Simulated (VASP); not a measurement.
# ScSiRh3 (Pm-3m) in VASP: a series of runs

ScSiRh3 is run at these levels: PBE; tasks: single point, relaxation of cell and atoms.

All numbers are computed with VASP 6.6.1; they aren't measurements. Logs are shortened: lines on timing, memory, paths and dates and some standing lists are left out, and cuts for length are marked.

## (1) The cell of the first run

It takes space group Pm-3m (No. 221, cubic). The conventional cell has a = 4.399 Å, b = 4.399 Å, c = 4.399 Å, α = 90.00°, β = 90.00°, γ = 90.00°. Sc (site symmetry m-3m) has 12 Rh at 3.11 Å and 8 Si at 3.81 Å within 4.1 Å. Si (site symmetry m-3m) has 6 Rh at 2.20 Å within 2.9 Å. Within 2.9 Å of Rh (site symmetry 4/mmm) lie 2 Si at 2.20 Å.

## (2) Single point, PBE

INCAR reads:

```
SYSTEM = ScSiRh3
  ALGO = Normal
  EDIFF = 1E-7
  ENCUT = 520
  GGA = PE
  ISIF = 2
  ISMEAR = -1
  LASPH = .TRUE.
  LCHARG = .TRUE.
  LELF = .TRUE.
  LREAL = .FALSE.
  LVHAR = .TRUE.
  LWAVE = .FALSE.
  NBANDS = 38
  NELM = 80
  PREC = Accurate
  SIGMA = 0.05
```

KPOINTS reads:

```
k-points
0
G
  5 5 5
  0 0 0
```

POSCAR reads:

```
ScSiRh3
1.0
    4.3986751702      0.0000000000      0.0000000000
    0.0000000000      4.3986751702      0.0000000000
    0.0000000000      0.0000000000      4.3986751702
Sc Si Rh
1 1 3
Direct
    0.0000000000      0.0000000000      0.0000000000
    0.5000000000      0.5000000000      0.5000000000
    0.5000000000      0.5000000000      0.0000000000
    0.0000000000      0.5000000000      0.5000000000
    0.5000000000      0.0000000000      0.5000000000
```

Potentials or basis: VASP PAW PBE potentials, release 64 (Sc_sv, Si, Rh_pv).

The run is started by

```
cat potpaw_PBE.64/Sc_sv/POTCAR potpaw_PBE.64/Si/POTCAR potpaw_PBE.64/Rh_pv/POTCAR > POTCAR
mpirun -np 1 vasp_std > vasp.out
```

OUTCAR:

```text
SYSTEM = ScSiRh3
   EDIFF = 1E-7
   ENCUT = 520
   GGA = PE
   ISIF = 2
   ISMEAR = -1
   LASPH = .TRUE.
   LREAL = .FALSE.
   NELM = 80
   PREC = Accurate

 ion  position               nearest neighbor table
   1  0.000  0.000  0.000-   3 3.11   4 3.11   5 3.11   4 3.11   5 3.11   3 3.11   4 3.11   4 3.11
                             3 3.11   5 3.11   5 3.11   3 3.11
   2  0.500  0.500  0.500-   3 2.20   4 2.20   5 2.20   3 2.20   5 2.20   4 2.20
   3  0.500  0.500  0.000-   2 2.20   2 2.20   4 3.11   5 3.11   1 3.11   4 3.11   5 3.11   1 3.11
                             5 3.11   5 3.11   1 3.11   4 3.11   4 3.11   1 3.11
   4  0.000  0.500  0.500-   2 2.20   2 2.20   3 3.11   5 3.11   1 3.11   3 3.11   1 3.11   5 3.11
                             1 3.11   1 3.11   3 3.11   5 3.11   3 3.11   5 3.11
   5  0.500  0.000  0.500-   2 2.20   2 2.20   3 3.11   4 3.11   1 3.11   3 3.11   1 3.11   3 3.11
                             4 3.11   3 3.11   1 3.11   4 3.11   1 3.11   4 3.11

  LATTYP: Found a simple cubic cell.
 ALAT       =     4.3986751702

  Lattice vectors:

 A1 = (   4.3986751702,   0.0000000000,   0.0000000000)
 A2 = (   0.0000000000,   4.3986751702,   0.0000000000)
 A3 = (   0.0000000000,   0.0000000000,   4.3986751702)

Analysis of symmetry for initial positions (statically):
=====================================================================
 Subroutine PRICEL returns:
 Original cell was already a primitive cell.

 Routine SETGRP: Setting up the symmetry group for a
 simple cubic supercell.

 Subroutine GETGRP returns: Found 48 space group operations
 (whereof 48 operations were pure point group operations)
 out of a pool of 48 trial point group operations.

The static configuration has the point symmetry O_h .

Analysis of symmetry for dynamics (positions and initial velocities):
=====================================================================
 Subroutine PRICEL returns:
 Original cell was already a primitive cell.

 Routine SETGRP: Setting up the symmetry group for a
 simple cubic supercell.

 Subroutine GETGRP returns: Found 48 space group operations
 (whereof 48 operations were pure point group operations)
 out of a pool of 48 trial point group operations.

The dynamic configuration has the point symmetry O_h .

 Subroutine INISYM returns: Found 48 space group operations
 (whereof 48 operations are pure point group operations),
 and found     1 'primitive' translations

----------------------------------------------------------------------------------------

                                     Primitive cell

  volume of cell :      85.1071

  direct lattice vectors                    reciprocal lattice vectors
     4.398675170  0.000000000  0.000000000     0.227341179  0.000000000  0.000000000
     0.000000000  4.398675170  0.000000000     0.000000000  0.227341179  0.000000000
     0.000000000  0.000000000  4.398675170     0.000000000  0.000000000  0.227341179

  length of vectors
     4.398675170  4.398675170  4.398675170     0.227341179  0.227341179  0.227341179

  position of ions in fractional coordinates (direct lattice)
     0.000000000  0.000000000  0.000000000
     0.500000000  0.500000000  0.500000000
     0.500000000  0.500000000  0.000000000
     0.000000000  0.500000000  0.500000000
     0.500000000  0.000000000  0.500000000

  ion indices of the primitive-cell ions
   primitive index   ion index
                 1           1
                 2           2
                 3           3
                 4           4
                 5           5

----------------------------------------------------------------------------------------

 KPOINTS: k-points

Automatic generation of k-mesh.
 Grid dimensions read from file:
 generate k-points for:    5    5    5

 Generating k-lattice:

  Cartesian coordinates                     Fractional coordinates (reciprocal lattice)
     0.045468236  0.000000000  0.000000000     0.200000000  0.000000000  0.000000000
     0.000000000  0.045468236  0.000000000     0.000000000  0.200000000  0.000000000
     0.000000000  0.000000000  0.045468236     0.000000000  0.000000000  0.200000000

  Length of vectors
     0.045468236  0.045468236  0.045468236

  Shift w.r.t. Gamma in fractional coordinates (k-lattice)
     0.000000000  0.000000000  0.000000000

 Subroutine IBZKPT returns following result:
 ===========================================

 Found     10 irreducible k-points:

 Following reciprocal coordinates:
            Coordinates               Weight
  0.000000  0.000000  0.000000      1.000000
  0.200000  0.000000  0.000000      6.000000
  0.400000  0.000000  0.000000      6.000000
  0.200000  0.200000  0.000000     12.000000
  0.400000  0.200000  0.000000     24.000000
  0.400000  0.400000  0.000000     12.000000
  0.200000  0.200000  0.200000      8.000000
  0.400000  0.200000  0.200000     24.000000
  0.400000  0.400000  0.200000     24.000000
  0.400000  0.400000  0.400000      8.000000
   k-points           NKPTS =     10   k-points in BZ     NKDIM =     10   number of bands    NBANDS=     38
   number of dos      NEDOS =    301   number of ions     NIONS =      5
   total plane-waves  NPLWV =  46656
   dimension x,y,z NGX =    36 NGY =   36 NGZ =   36
   dimension x,y,z NGXF=    72 NGYF=   72 NGZF=   72
   ions per type =               1   1   3
   NGX,Y,Z   is equivalent  to a cutoff of  13.61, 13.61, 13.61 a.u.
   NGXF,Y,Z  is equivalent  to a cutoff of  27.21, 27.21, 27.21 a.u.
 SYSTEM =  ScSiRh3
   PREC   = accura    normal or accurate (medium, high low for compatibility)
   ISTART =      0    job   : 0-new  1-cont  2-samecut
   ICHARG =      2    charge: 1-file 2-atom 10-const
   ISPIN  =      1    spin polarized calculation?
   LNONCOLLINEAR =      F non collinear calculations
   LSORBIT =      F    spin-orbit coupling
   LASPH  =      T    aspherical Exc in radial PAW
   ENCUT  =  520.0 eV  38.22 Ry    6.18 a.u.   8.18  8.18  8.18*2*pi/ulx,y,z
   NELM   =     80;   NELMIN=  2; NELMDL= -5     # of ELM steps
   EDIFF  = 0.1E-06   stopping-criterion for ELM
   LREAL  =      F    real-space projection
   EDIFFG = 0.1E-05   stopping-criterion for IOM
   NSW    =      0    number of steps for IOM
   IBRION =     -1    ionic relax: 0-MD 1-quasi-New 2-CG
   NFREE  =      0    steps in history (QN), initial steepest desc. (CG)
   ISIF   =      2    stress and relaxation
   ISYM   =      2    0-nonsym 1-usesym 2-fastsym
   POTIM  = 0.5000    time-step for ionic-motion
   TEBEG  =    0.0;   TEEND  =   0.0 temperature during run
   PSTRESS=    0.0 pullay stress
   NELECT =      60.0000    total number of electrons
   NUPDOWN=      -1.0000    fix difference up-down
   EMIN   =  10.00;   EMAX   =-10.00  energy-range for DOS
   EFERMI =   0.00;   METHOD = LEGACY
   ISMEAR =    -1;   SIGMA  =   0.05  broadening in eV -4-tet -1-fermi 0-gaus
   EFERMI_NEDOS =   21; number of points for ismear=-14 and -15
   IALGO  =     38    algorithm
   IMIX   =      4    mixing-type and parameters
     AMIX     =   0.40;   BMIX     =  1.00
     AMIX_MAG =   1.60;   BMIX_MAG =  1.00
  volume/ion in A,a.u.               =      17.02       114.87
  Fermi-wavevector in a.u.,A,eV,Ry     =   1.457035  2.753397 28.884507  2.122951
  Thomas-Fermi vector in A             =   2.573884
   LORBIT       =      0    0 simple, 1 ext, 2 COOP (PROOUT), +10 PAW based schemes
   GGA     = PE    functional components
   LHFCALC =     F    Hartree Fock is set to
   AEXX    =    0.0000 exact exchange contribution
   IVDW    =     0    specifies the selected vdW correction
   LEPSILON=     F    determine dielectric tensor
   LRPA    =     F    only Hartree local field effects (RPA)
 non-spin polarized calculation
  energy-cutoff  :      520.00
  volume of cell :       85.11
 maximum number of plane-waves:      2308
 NGX is ok and might be reduce to    36
   NGX = 17   NGY = 17   NGZ = 17

 number of electron      60.0000011 magnetization

 Free energy of the ion-electron system (eV)
  ---------------------------------------------------
  ext. energy  EPLUGINS =         0.00000000
  ---------------------------------------------------
  free energy    TOTEN  =       -35.85843898 eV

  energy without entropy =      -35.85401094  energy(sigma->0) =      -35.85622496

 E-fermi :   7.8510     XC(G=0): -11.8165

 val. band max:        7.7310471392   @ k =   0.2000   0.2000   0.2000
 cond. band min:       7.9136792672   @ k =   0.0000   0.0000   0.0000
 fundamental gap:      0.1826321280
 Fermi energy:         7.8510303735

 k-point     1 :       0.0000    0.0000    0.0000
  band No.  band energies     occupation
      1     -42.5845      2.00000
      2     -38.5888      2.00000
      3     -38.5888      2.00000
      4     -38.5888      2.00000
      5     -37.9302      2.00000
      6     -37.9302      2.00000
[... 30 lines left out ...]
     37      10.4441      0.00000
     38      14.2758      0.00000

 k-point     2 :       0.2000    0.0000    0.0000
  band No.  band energies     occupation
      1     -42.5846      2.00000
      2     -38.5888      2.00000
      3     -38.5879      2.00000
      4     -38.5879      2.00000
      5     -37.9322      2.00000
      6     -37.9297      2.00000
[... 30 lines left out ...]
     37      10.4287      0.00000
     38      13.3850      0.00000

 k-point     3 :       0.4000    0.0000    0.0000
  band No.  band energies     occupation
      1     -42.5846      2.00000
      2     -38.5888      2.00000
      3     -38.5864      2.00000
      4     -38.5864      2.00000
      5     -37.9352      2.00000
      6     -37.9282      2.00000
[... 30 lines left out ...]
     37      10.4059      0.00000
[... 207 lines left out ...]
 k-point     9 :       0.4000    0.4000    0.2000
  band No.  band energies     occupation
      1     -42.5843      2.00000
      2     -38.6636      2.00000
      3     -38.5607      2.00000
      4     -38.5377      2.00000
      5     -37.9702      2.00000
      6     -37.9542      2.00000
[... 30 lines left out ...]
     37      10.9980      0.00000
     38      11.8358      0.00000

 k-point    10 :       0.4000    0.4000    0.4000
  band No.  band energies     occupation
      1     -42.5839      2.00000
      2     -38.6887      2.00000
      3     -38.5376      2.00000
      4     -38.5376      2.00000
      5     -37.9711      2.00000
      6     -37.9702      2.00000
[... 30 lines left out ...]
     37      10.3678      0.00000
     38      12.2568      0.00000

------------------------ aborting loop because EDIFF is reached ----------------------------------------

  FORCE on cell =-STRESS in cart. coord.  units (eV):
  Direction    XX          YY          ZZ          XY          YZ          ZX
  --------------------------------------------------------------------------------------
  -------------------------------------------------------------------------------------
  Total        0.0898547      0.0898547      0.0898547      0.0000000      0.0000000     -0.0000000
  in kB        1.6915540      1.6915540      1.6915540      0.0000000      0.0000000     -0.0000000
  external PRESSURE =       1.6915540 kB  Pullay stress =       0.0000000 kB

 VOLUME and BASIS-vectors are now :
 -----------------------------------------------------------------------------
  energy-cutoff  :      520.00
  volume of cell :       85.11
      direct lattice vectors                 reciprocal lattice vectors
     4.398675170  0.000000000  0.000000000     0.227341179  0.000000000  0.000000000
     0.000000000  4.398675170  0.000000000     0.000000000  0.227341179  0.000000000
     0.000000000  0.000000000  4.398675170     0.000000000  0.000000000  0.227341179

 POSITION                                       TOTAL-FORCE (eV/Angst)
 -----------------------------------------------------------------------------------
      0.00000      0.00000      0.00000         0.000000      0.000000      0.000000
      2.19934      2.19934      2.19934         0.000000      0.000000      0.000000
      2.19934      2.19934      0.00000         0.000000      0.000000      0.000000
      0.00000      2.19934      2.19934         0.000000      0.000000      0.000000
      2.19934      0.00000      2.19934         0.000000      0.000000      0.000000
 -----------------------------------------------------------------------------------
    total drift:                                0.000000      0.000000      0.000000

  FREE ENERGIE OF THE ION-ELECTRON SYSTEM (eV)
  ---------------------------------------------------
  free  energy   TOTEN  =       -35.8584389786 eV

  energy  without entropy=      -35.8540109449  energy(sigma->0) =      -35.85622496
```

Wall time 22 s (1 thread of AMD EPYC 9R45 (Zen 5), shared host); peak memory 0.18 GiB.

Results:

```yaml
Free_energy: -35.8584 eV
Pressure: 0.2 GPa
Band_gap_on_the_k_mesh: zero (bands 30 and 31 overlap by 0.13 eV)
```

Levels at points of the mesh, in eV from the Fermi level:
```csv
k point,band 27,band 28,band 29,band 30,band 31,band 32,band 33,band 34
"(0.00, 0.00, 0.00)",-1.11,-1.11,-0.25,-0.25,-0.25,0.06,1.81,1.81
```

[end of part 1 of 3]
